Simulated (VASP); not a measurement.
A run of VASP 6.6.1:

Contents of POSCAR:

```
SiO2
1.0
   -4.1372677066      4.1372677066      2.6157818712
    4.1372677066     -4.1372677066      2.6157818712
    4.1372677066      4.1372677066     -2.6157818712
Si O
4 8
Direct
    0.1812821618      0.1812821618      0.3625643235
    0.8187178382      0.1812821618      0.0000000000
    0.1812821618      0.8187178382      0.0000000000
    0.8187178382      0.8187178382      0.6374356765
    0.5000000000      0.5000000000      0.5000000000
    0.0000000000      0.5000000000      0.0000000000
    0.5000000000      0.0000000000      0.0000000000
    0.0000000000      0.0000000000      0.5000000000
    0.0000000000      0.2278074001      0.2278074001
    0.7721925999      0.0000000000      0.7721925999
    0.2278074001      0.0000000000      0.2278074001
    0.0000000000      0.7721925999      0.7721925999
```

File INCAR.step1:

```
SYSTEM = SiO2
PREC     = Accurate       ! precision mode
ENCUT    = 520            ! plane-wave cutoff, eV
ISMEAR   = 0              ! smearing method
SIGMA    = 0.02           ! smearing width, eV
LREAL    = .FALSE.        ! projectors in reciprocal space
LASPH    = .TRUE.         ! aspherical terms in the spheres
NELM     = 100            ! most SCF steps
NBANDS   = 44             ! bands
GGA      = PE             ! functional
ALGO     = Normal         ! electronic algorithm
EDIFF    = 1E-4           ! SCF threshold, eV
LWAVE    = .TRUE.         ! write WAVECAR
LCHARG   = .FALSE.        ! write CHGCAR
```

Contents of INCAR.step2:

```
SYSTEM = SiO2
PREC     = Accurate       ! precision mode
ENCUT    = 520            ! plane-wave cutoff, eV
EDIFF    = 1E-6           ! SCF threshold, eV
ISMEAR   = 0              ! smearing method
SIGMA    = 0.02           ! smearing width, eV
LREAL    = .FALSE.        ! projectors in reciprocal space
LASPH    = .TRUE.         ! aspherical terms in the spheres
NELM     = 100            ! most SCF steps
ALGO     = Normal         ! electronic algorithm
ISIF     = 2              ! what is computed and relaxed
LWAVE    = .FALSE.        ! write WAVECAR
LCHARG   = .TRUE.         ! write CHGCAR
METAGGA  = R2SCAN         ! meta-GGA
LMIXTAU  = .TRUE.       
LELF     = .TRUE.         ! ELF
LVHAR    = .TRUE.       
NBANDS   = 44             ! bands
ISTART   = 1
```

KPOINTS

```
regular mesh
0
G
  6 6 6
  0 0 0
```

Potentials or basis: VASP PAW PBE potentials, release 64 (Si, O).

Run with:

```sh
$ cat potpaw_PBE.64/Si/POTCAR potpaw_PBE.64/O/POTCAR > POTCAR
$ cp INCAR.step1 INCAR
$ mpirun -np 1 vasp_std > vasp.out
$ cp INCAR.step2 INCAR
$ mpirun -np 1 vasp_std > vasp.out
```

Hardware: 1 thread of Intel(R) Xeon(R) Platinum 8259CL CPU @ 2.50GHz (Skylake/Cascade Lake), on a shared host.

How long does it take, and how much memory?

It took 13 min on 1 thread of Intel(R) Xeon(R) Platinum 8259CL CPU @ 2.50GHz (Skylake/Cascade Lake), with other jobs on the host, peak memory 0.45 GiB. Counts: k points 30.
